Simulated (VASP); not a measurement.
# KAg (Pm-3m) in VASP: notebook

KAg is run at these levels: PBE; tasks: single point.

Program: VASP 6.6.1. These are calculated values, not measurements. Logs are shortened: lines on timing, memory, paths and dates and some standing lists are left out, and cuts for length are marked.

## Step 1: The cell of the first run

It takes space group Pm-3m (No. 221, cubic). Conventional cell: a = 4.127 Å, b = 4.127 Å, c = 4.127 Å, α = 90.00°, β = 90.00°, γ = 90.00°. K (site symmetry m-3m) has 8 Ag at 3.57 Å and 6 K at 4.13 Å within 4.7 Å. Ag (site symmetry m-3m) has 8 K at 3.57 Å and 6 Ag at 4.13 Å within 4.7 Å.

## Step 2: Single point, PBE

File INCAR:

```
SYSTEM = KAg
ALGO     = Normal         ! electronic algorithm
EDIFF    = 1E-7           ! SCF threshold, eV
ENCUT    = 520            ! plane-wave cutoff, eV
GGA      = PE             ! functional
ISIF     = 2              ! what is computed and relaxed
ISMEAR   = 0              ! smearing method
LASPH    = .True.         ! aspherical terms in the spheres
LCHARG   = .True.         ! write CHGCAR
LELF     = .True.         ! ELF
LREAL    = .False.        ! projectors in reciprocal space
LVHAR    = .True.       
LWAVE    = .False.        ! write WAVECAR
NBANDS   = 17             ! bands
NELM     = 80             ! most SCF steps
PREC     = Accurate       ! precision mode
SIGMA    = 0.1            ! smearing width, eV
```

File KPOINTS:

```
k-points
0
Gamma
  4 4 4
  0 0 0
```

File POSCAR:

```
KAg
1.0
    4.1273822000      0.0000000000      0.0000000000
    0.0000000000      4.1273822000      0.0000000000
    0.0000000000      0.0000000000      4.1273822000
K Ag
1 1
Direct
    0.5000000000      0.5000000000      0.5000000000
    0.0000000000      0.0000000000      0.0000000000
```

Potentials or basis: VASP PAW PBE potentials, release 64 (K_sv, Ag).

Command:

```bash
$ cat potpaw_PBE.64/K_sv/POTCAR potpaw_PBE.64/Ag/POTCAR > POTCAR
$ mpirun -np 1 vasp_std > vasp.out
```

OUTCAR:

```text
SYSTEM = KAg
   EDIFF = 1E-7
   ENCUT = 520
   GGA = PE
   ISIF = 2
   ISMEAR = 0
   LASPH = .True.
   LREAL = .False.
   NELM = 80
   PREC = Accurate

 ion  position               nearest neighbor table
   1  0.500  0.500  0.500-   2 3.57   2 3.57   2 3.57   2 3.57   2 3.57   2 3.57   2 3.57   2 3.57

   2  0.000  0.000  0.000-   1 3.57   1 3.57   1 3.57   1 3.57   1 3.57   1 3.57   1 3.57   1 3.57

  LATTYP: Found a simple cubic cell.
 ALAT       =     4.1273822000

  Lattice vectors:

 A1 = (   4.1273822000,   0.0000000000,   0.0000000000)
 A2 = (   0.0000000000,   4.1273822000,   0.0000000000)
 A3 = (   0.0000000000,   0.0000000000,   4.1273822000)

Analysis of symmetry for initial positions (statically):
=====================================================================
 Subroutine PRICEL returns:
 Original cell was already a primitive cell.

 Routine SETGRP: Setting up the symmetry group for a
 simple cubic supercell.

 Subroutine GETGRP returns: Found 48 space group operations
 (whereof 48 operations were pure point group operations)
 out of a pool of 48 trial point group operations.

The static configuration has the point symmetry O_h .

Analysis of symmetry for dynamics (positions and initial velocities):
=====================================================================
 Subroutine PRICEL returns:
 Original cell was already a primitive cell.

 Routine SETGRP: Setting up the symmetry group for a
 simple cubic supercell.

 Subroutine GETGRP returns: Found 48 space group operations
 (whereof 48 operations were pure point group operations)
 out of a pool of 48 trial point group operations.

The dynamic configuration has the point symmetry O_h .

 Subroutine INISYM returns: Found 48 space group operations
 (whereof 48 operations are pure point group operations),
 and found     1 'primitive' translations

----------------------------------------------------------------------------------------

                                     Primitive cell

  volume of cell :      70.3111

  direct lattice vectors                    reciprocal lattice vectors
     4.127382200  0.000000000  0.000000000     0.242284322  0.000000000  0.000000000
     0.000000000  4.127382200  0.000000000     0.000000000  0.242284322  0.000000000
     0.000000000  0.000000000  4.127382200     0.000000000  0.000000000  0.242284322

  length of vectors
     4.127382200  4.127382200  4.127382200     0.242284322  0.242284322  0.242284322

  position of ions in fractional coordinates (direct lattice)
     0.500000000  0.500000000  0.500000000
     0.000000000  0.000000000  0.000000000

  ion indices of the primitive-cell ions
   primitive index   ion index
                 1           1
                 2           2

----------------------------------------------------------------------------------------

 KPOINTS: k-points

Automatic generation of k-mesh.
 Grid dimensions read from file:
 generate k-points for:    4    4    4

 Generating k-lattice:

  Cartesian coordinates                     Fractional coordinates (reciprocal lattice)
     0.060571081  0.000000000  0.000000000     0.250000000  0.000000000  0.000000000
     0.000000000  0.060571081  0.000000000     0.000000000  0.250000000  0.000000000
     0.000000000  0.000000000  0.060571081     0.000000000  0.000000000  0.250000000

  Length of vectors
     0.060571081  0.060571081  0.060571081

  Shift w.r.t. Gamma in fractional coordinates (k-lattice)
     0.000000000  0.000000000  0.000000000

 Subroutine IBZKPT returns following result:
 ===========================================

 Found     10 irreducible k-points:

 Following reciprocal coordinates:
            Coordinates               Weight
  0.000000  0.000000  0.000000      1.000000
  0.250000  0.000000  0.000000      6.000000
  0.500000  0.000000  0.000000      3.000000
  0.250000  0.250000  0.000000     12.000000
  0.500000  0.250000  0.000000     12.000000
  0.500000  0.500000  0.000000      3.000000
  0.250000  0.250000  0.250000      8.000000
  0.500000  0.250000  0.250000     12.000000
  0.500000  0.500000  0.250000      6.000000
  0.500000  0.500000  0.500000      1.000000
   k-points           NKPTS =     10   k-points in BZ     NKDIM =     10   number of bands    NBANDS=     17
   number of dos      NEDOS =    301   number of ions     NIONS =      2
   total plane-waves  NPLWV =  32768
   dimension x,y,z NGX =    32 NGY =   32 NGZ =   32
   dimension x,y,z NGXF=    64 NGYF=   64 NGZF=   64
   ions per type =               1   1
   NGX,Y,Z   is equivalent  to a cutoff of  12.89, 12.89, 12.89 a.u.
   NGXF,Y,Z  is equivalent  to a cutoff of  25.78, 25.78, 25.78 a.u.
 SYSTEM =  KAg
   PREC   = accura    normal or accurate (medium, high low for compatibility)
   ISTART =      0    job   : 0-new  1-cont  2-samecut
   ICHARG =      2    charge: 1-file 2-atom 10-const
   ISPIN  =      1    spin polarized calculation?
   LNONCOLLINEAR =      F non collinear calculations
   LSORBIT =      F    spin-orbit coupling
   LASPH  =      T    aspherical Exc in radial PAW
   ENCUT  =  520.0 eV  38.22 Ry    6.18 a.u.   7.67  7.67  7.67*2*pi/ulx,y,z
   NELM   =     80;   NELMIN=  2; NELMDL= -5     # of ELM steps
   EDIFF  = 0.1E-06   stopping-criterion for ELM
   LREAL  =      F    real-space projection
   EDIFFG = 0.1E-05   stopping-criterion for IOM
   NSW    =      0    number of steps for IOM
   IBRION =     -1    ionic relax: 0-MD 1-quasi-New 2-CG
   NFREE  =      0    steps in history (QN), initial steepest desc. (CG)
   ISIF   =      2    stress and relaxation
   ISYM   =      2    0-nonsym 1-usesym 2-fastsym
   POTIM  = 0.5000    time-step for ionic-motion
   TEBEG  =    0.0;   TEEND  =   0.0 temperature during run
   PSTRESS=    0.0 pullay stress
   NELECT =      20.0000    total number of electrons
   NUPDOWN=      -1.0000    fix difference up-down
   EMIN   =  10.00;   EMAX   =-10.00  energy-range for DOS
   EFERMI =   0.00;   METHOD = LEGACY
   ISMEAR =     0;   SIGMA  =   0.10  broadening in eV -4-tet -1-fermi 0-gaus
   EFERMI_NEDOS =   21; number of points for ismear=-14 and -15
   IALGO  =     38    algorithm
   IMIX   =      4    mixing-type and parameters
     AMIX     =   0.40;   BMIX     =  1.00
     AMIX_MAG =   1.60;   BMIX_MAG =  1.00
  volume/ion in A,a.u.               =      35.16       237.24
  Fermi-wavevector in a.u.,A,eV,Ry     =   1.076656  2.034584 15.771701  1.159187
  Thomas-Fermi vector in A             =   2.212546
   LORBIT       =      0    0 simple, 1 ext, 2 COOP (PROOUT), +10 PAW based schemes
   GGA     = PE    functional components
   LHFCALC =     F    Hartree Fock is set to
   AEXX    =    0.0000 exact exchange contribution
   IVDW    =     0    specifies the selected vdW correction
   LEPSILON=     F    determine dielectric tensor
   LRPA    =     F    only Hartree local field effects (RPA)
 non-spin polarized calculation
 Gauss-broadening in eV      SIGMA  =   0.10
  energy-cutoff  :      520.00
  volume of cell :       70.31
 maximum number of plane-waves:      1924
 NGX is ok and might be reduce to    32
   NGX = 15   NGY = 15   NGZ = 15

 number of electron      20.0000004 magnetization

 Free energy of the ion-electron system (eV)
  ---------------------------------------------------
  ext. energy  EPLUGINS =         0.00000000
  ---------------------------------------------------
  free energy    TOTEN  =        -3.55688897 eV

  energy without entropy =       -3.55203060  energy(sigma->0) =       -3.55445979

 E-fermi :   1.6145     XC(G=0):  -7.9677

 val. band max:        1.5838422743   @ k =   0.5000   0.5000   0.2500
 cond. band min:       2.1450568280   @ k =   0.5000   0.2500   0.0000
 fundamental gap:      0.5612145537
 Fermi energy:         1.6145021047

 k-point     1 :       0.0000    0.0000    0.0000
  band No.  band energies     occupation
      1     -29.2368      2.00000
      2     -12.6827      2.00000
      3     -12.6827      2.00000
      4     -12.6827      2.00000
      5      -2.2029      2.00000
      6      -2.2029      2.00000
[... 9 lines left out ...]
     16       9.3433      0.00000
     17       9.3433      0.00000

 k-point     2 :       0.2500    0.0000    0.0000
  band No.  band energies     occupation
      1     -29.2329      2.00000
      2     -12.7563      2.00000
      3     -12.6771      2.00000
      4     -12.6771      2.00000
      5      -2.1777      2.00000
      6      -2.1012      2.00000
[... 9 lines left out ...]
     16       9.3369      0.00000
     17      10.2779      0.00000

 k-point     3 :       0.5000    0.0000    0.0000
  band No.  band energies     occupation
      1     -29.2290      2.00000
      2     -12.8282      2.00000
      3     -12.6714      2.00000
      4     -12.6714      2.00000
      5      -2.1524      2.00000
      6      -2.0112      2.00000
[... 9 lines left out ...]
     16       9.9474      0.00000
     17      10.7225      0.00000

 k-point     4 :       0.2500    0.2500    0.0000
  band No.  band energies     occupation
      1     -29.2291      2.00000
      2     -12.7509      2.00000
      3     -12.7426      2.00000
      4     -12.6707      2.00000
      5      -2.1332      2.00000
      6      -2.0281      2.00000
[... 9 lines left out ...]
     16       8.9988      0.00000
     17       9.2721      0.00000

 k-point     5 :       0.5000    0.2500    0.0000
  band No.  band energies     occupation
      1     -29.2253      2.00000
      2     -12.8150      2.00000
      3     -12.7372      2.00000
      4     -12.6643      2.00000
      5      -2.1137      2.00000
      6      -2.0916      2.00000
[... 9 lines left out ...]
     16       9.7753      0.00000
     17      10.1582      0.00000

 k-point     6 :       0.5000    0.5000    0.0000
  band No.  band energies     occupation
      1     -29.2216      2.00000
      2     -12.8017      2.00000
      3     -12.8017      2.00000
      4     -12.6572      2.00000
      5      -2.1891      2.00000
      6      -2.1072      2.00000
[... 9 lines left out ...]
     16       9.7539      0.00000
     17      10.0478      0.00000

 k-point     7 :       0.2500    0.2500    0.2500
  band No.  band energies     occupation
      1     -29.2254      2.00000
      2     -12.7432      2.00000
      3     -12.7357      2.00000
      4     -12.7357      2.00000
      5      -2.0342      2.00000
      6      -2.0024      2.00000
[... 9 lines left out ...]
     16       9.5978      0.00000
     17      10.4685      0.00000

 k-point     8 :       0.5000    0.2500    0.2500
  band No.  band energies     occupation
      1     -29.2216      2.00000
      2     -12.8044      2.00000
      3     -12.7305      2.00000
      4     -12.7288      2.00000
      5      -2.0979      2.00000
      6      -2.0397      2.00000
[... 9 lines left out ...]
     16       8.7582      0.00000
     17      10.1740      0.00000

 k-point     9 :       0.5000    0.5000    0.2500
  band No.  band energies     occupation
      1     -29.2179      2.00000
      2     -12.7938      2.00000
      3     -12.7938      2.00000
      4     -12.7221      2.00000
      5      -2.1384      2.00000
      6      -2.0501      2.00000
[... 9 lines left out ...]
     16       7.8994      0.00000
     17      10.2713      0.00000

 k-point    10 :       0.5000    0.5000    0.5000
  band No.  band energies     occupation
      1     -29.2143      2.00000
      2     -12.7858      2.00000
      3     -12.7858      2.00000
      4     -12.7858      2.00000
      5      -2.0908      2.00000
      6      -2.0908      2.00000
[... 9 lines left out ...]
     16       7.7413      0.00000
     17      10.3176      0.00000

------------------------ aborting loop because EDIFF is reached ----------------------------------------

  FORCE on cell =-STRESS in cart. coord.  units (eV):
  Direction    XX          YY          ZZ          XY          YZ          ZX
  --------------------------------------------------------------------------------------
  -------------------------------------------------------------------------------------
  Total        0.0502374      0.0502374      0.0502374     -0.0000000     -0.0000000      0.0000000
  in kB        1.1447573      1.1447573      1.1447573     -0.0000000     -0.0000000      0.0000000
  external PRESSURE =       1.1447573 kB  Pullay stress =       0.0000000 kB

 VOLUME and BASIS-vectors are now :
 -----------------------------------------------------------------------------
  energy-cutoff  :      520.00
  volume of cell :       70.31
      direct lattice vectors                 reciprocal lattice vectors
     4.127382200  0.000000000  0.000000000     0.242284322  0.000000000  0.000000000
     0.000000000  4.127382200  0.000000000     0.000000000  0.242284322  0.000000000
     0.000000000  0.000000000  4.127382200     0.000000000  0.000000000  0.242284322

 POSITION                                       TOTAL-FORCE (eV/Angst)
 -----------------------------------------------------------------------------------
      2.06369      2.06369      2.06369         0.000000      0.000000      0.000000
      0.00000      0.00000      0.00000         0.000000      0.000000      0.000000
 -----------------------------------------------------------------------------------
    total drift:                                0.000000      0.000000     -0.000000

  FREE ENERGIE OF THE ION-ELECTRON SYSTEM (eV)
  ---------------------------------------------------
  free  energy   TOTEN  =        -3.5568889669 eV

  energy  without entropy=       -3.5520306035  energy(sigma->0) =       -3.55445979
```

It took 18 s on 1 thread of Oxide Virtual Turin-like, shared host; peak memory 0.14 GiB.

Results:

```
Free energy            : -3.5569 eV
Pressure               : 0.1 GPa
Band gap on the k mesh : zero (band 10 reaches 3.17 eV, above the bottom of band 11 at 1.41 eV)
```

Caveat: the k points lie up to 0.38 Å⁻¹ apart.

(Continued in part 2 of 2.)
